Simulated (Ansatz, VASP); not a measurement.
Two plane-wave programs on CuO

The input INCAR:

```
PREC     = Accurate       # precision mode
ENCUT    = 700            # plane-wave cutoff, eV
EDIFF    = 1E-6           # SCF threshold, eV
ISMEAR   = -1             # smearing method
SIGMA    = 0.05           # smearing width, eV
LREAL    = F              # projectors in reciprocal space
LASPH    = T              # aspherical terms in the spheres
NELM     = 120            # most SCF steps
ALGO     = Normal         # electronic algorithm
ISIF     = 2              # what is computed and relaxed
LWAVE    = F              # write WAVECAR
LCHARG   = T              # write CHGCAR
GGA      = PE             # functional
LELF     = T              # ELF
LVHAR    = T            
NBANDS   = 33             # bands
GGA_COMPAT= F
```

KPOINTS

```
regular mesh
0
Gamma
  9 9 5
```

The input POSCAR:

```
CuO
1.0
    2.8405840181      0.0000000000      0.0000000000
    0.0385446830      2.8403655272      0.0000000000
    0.0172589332      0.0170118330      5.1063800938
Cu O
2 2
Direct
    0.0000000000      0.5000000000      0.0000000000
    0.5000000000      0.0000000000      0.5000000000
    0.9984239700      0.0016717800      0.7498871000
    0.0015760300      0.9983282200      0.2501129000
```

Contents of input.yaml:

```yaml
crystal:
  lattice:
    - [2.8405840181, 0.0, 0.0]
    - [0.038544683, 2.8403655272, 0.0]
    - [0.0172589332, 0.017011833, 5.1063800938]
  atoms:
    - { symbol: Cu, position: [0.0, 0.5, 0.0] }
    - { symbol: Cu, position: [0.5, 0.0, 0.5] }
    - { symbol: O, position: [0.99842397, 0.00167178, 0.7498871] }
    - { symbol: O, position: [0.00157603, 0.99832822, 0.2501129] }
hamiltonian:
  xc: pbe
  pseudopotentials: { kind: paw }
kpoints:
  mp_grid: { grid: [9, 9, 5] }
scf:
  occupations: { method: fermi_dirac, width: 0.05 }
output:
  forces: true
  stress: true
  eigenvalues: true
  write_density: true
  write_potential: true
  elf: true
  volumetric_format: npy
```

Alike in both runs: task single point; functional PBE; k mesh 9 × 9 × 5; occupations fermi-dirac, width 0.05 eV; no spin polarisation.

|  | VASP | Ansatz |
| --- | --- | --- |
| version | VASP 6.6.1 | Ansatz 0.2.0 |
| potentials or method | VASP PAW PBE potentials, release 64 (Cu_sv_GW, O) | Ansatz PAW |
| plane-wave cutoff (eV) | 700 | 420 |
| valence electrons in the cell | 50 | 50 |

```tsv
	VASP	Ansatz	Ansatz less VASP
gap on the k mesh at the Fermi level (eV)	none	none	-
pressure (GPa)	11.0	13.8	+2.82
traceless stress, the component that is largest in VASP (GPa)	0.84	0.79	-0.053
rms of the force components (eV/Å)	0.005	0.005	+0.0001
```

Atom by atom the forces differ by 0.000 eV/Å (rms over components). A gap of «none» marks a metal or a gap that the smearing closes.
